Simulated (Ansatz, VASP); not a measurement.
# ZnCu in VASP and in Ansatz

INCAR

```
ALGO = Normal
EDIFF = 1E-6
ENCUT = 600
GGA = PE
GGA_COMPAT = F
ISIF = 2
ISMEAR = 1
LASPH = T
LCHARG = T
LELF = T
LREAL = F
LVHAR = T
LWAVE = F
NBANDS = 18
NELM = 120
PREC = Accurate
SIGMA = 0.39
```

The input KPOINTS:

```
k-points
0
Gamma
  6 6 6
```

The input POSCAR:

```
ZnCu
1.0
    2.9205539200      0.0000000000      0.0000000000
    0.0000000000      2.9205539200      0.0000000000
    0.0000000000      0.0000000000      2.9205539200
Zn Cu
1 1
Direct
    0.5000000000      0.5000000000      0.5000000000
    0.0000000000      0.0000000000      0.0000000000
```

Input for Ansatz:

```yaml
crystal:
  lattice:
    - [2.92055392, 0.0, 0.0]
    - [0.0, 2.92055392, 0.0]
    - [0.0, 0.0, 2.92055392]
  atoms:
    - { symbol: Zn, position: [0.5, 0.5, 0.5] }
    - { symbol: Cu, position: [0.0, 0.0, 0.0] }
basis:
  ecutwfc: 420
kpoints:
  mp_grid: { grid: [6, 6, 6] }
hamiltonian:
  xc: pbe
scf:
  occupations: { method: cold, width: 0.39 }
output:
  forces: true
  stress: true
  eigenvalues: true
```

Alike in both runs: task single point; functional PBE; k mesh 6 × 6 × 6; no spin polarisation.

|  | VASP | Ansatz |
| --- | --- | --- |
| version | VASP 6.6.1 | Ansatz 0.2.0 |
| potentials or method | VASP PAW PBE potentials, release 64 (Zn, Cu), cutoff 600 eV | scalar-relativistic, plane waves, PAW |
| occupations | methfessel-paxton of order 1, width 0.39 eV | cold, width 0.39 eV |
| valence electrons in the cell | 23 | 31 |

|  | VASP | Ansatz | Ansatz less VASP |
| --- | --- | --- | --- |
| gap on the k mesh at the Fermi level (eV) | none | none | - |
| pressure (GPa) | 6.7 | 6.2 | -0.55 |

A gap of «none» marks a metal or a gap that the smearing closes. VASP's potentials hold 23 valence electrons a cell and Ansatz's 31, so a difference there can come from the potentials and not from the codes.
